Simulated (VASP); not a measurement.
GaN: single point with r2SCAN

The system is GaN.

```
Ga N
1.0
     0.00000    2.10852    2.10852
     2.10852    0.00000    2.10852
     2.10852    2.10852    0.00000
Ga N
1 1
Cartesian
  2.1085 2.1085 2.1085
  0.0000 0.0000 0.0000
```

```yaml
Program: VASP 6.6.1
Task: single point
Functional: r2SCAN
Potentials_or_basis: VASP PAW PBE potentials, release 64 (Ga_d, N)
Cutoff: 520 eV
k_mesh: 6 × 6 × 6
Occupations: gaussian, width 0.01 eV
Spin: no spin polarisation
Dipole_correction: no
Further_INCAR_settings: ALGO = Normal; EDIFF = 1e-06; NBANDS = 16
```

The pressure is 1.2 GPa and the band gap on the k mesh is 1.13 eV (least direct gap 3.40 eV).

Levels at points of the mesh, in eV from the valence-band top:
| k point | band 5 | band 6 | band 7 | band 8 | band 9 | band 10 | band 11 | band 12 | band 13 | band 14 |
| --- | --- | --- | --- | --- | --- | --- | --- | --- | --- | --- |
| (0.00, 0.00, 0.00) | -14.34 | -14.34 | -0.54 | -0.54 | -0.54 | 2.86 | 15.48 | 15.48 | 15.48 | 17.00 |
| (0.50, 0.00, 0.00) | -14.18 | -14.18 | -8.40 | -0.19 | -0.19 | 5.38 | 9.84 | 9.84 | 10.41 | 17.55 |
| (0.50, 0.50, 0.00) | -14.12 | -11.55 | -7.29 | -3.15 | -3.15 | 1.13 | 8.49 | 13.12 | 15.74 | 15.74 |

Run time: 23 s on 1 thread of AMD EPYC 7R13 Processor (Zen 3) (shared host), peak memory 0.11 GiB.

Caveat: the k points lie up to 0.43 Å⁻¹ apart; the PAW data sets were made with another functional, which shifts forces and pressure a little. r2SCAN opens gaps a little over a GGA but as a rule still falls short of measured ones.
